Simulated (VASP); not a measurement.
Ti3O7, 20 atoms in the cell. The cell holds a slab with vacuum, 20 atoms: a = 2.939 Å, b = 6.493 Å, c = 25.446 Å, α = 90.00°, β = 90.00°, γ = 90.00°. 

- Program: VASP 6.6.1
- Task: single point
- Functional: PBEsol
- Potentials or basis: VASP PAW PBE potentials, release 64 (O, Ti_sv)
- Cutoff: 520 eV
- k mesh: 9 × 4 × 1
- Occupations: gaussian, width 0.05 eV
- Spin: no spin polarisation
- Dipole correction: yes
- Further INCAR settings: LREAL = Auto; ALGO = Normal; EDIFF = 1e-07; NBANDS = 94

Potentials or basis: VASP PAW PBE potentials, release 64 (O, Ti_sv).

The run is started by

```sh
$ cat potpaw_PBE.64/O/POTCAR potpaw_PBE.64/Ti_sv/POTCAR > POTCAR
$ mpirun -np 1 vasp_std > vasp.out
```

Hardware: 1 thread of AMD EPYC 9R14 (Zen 4), on a shared host.

Problem. How long does it take, and how much memory?

Solution. It took 39 min on 1 thread of AMD EPYC 9R14 (Zen 4), with other jobs on the host, peak memory 0.7 GiB. Counts: scf iterations 36, k points 15.
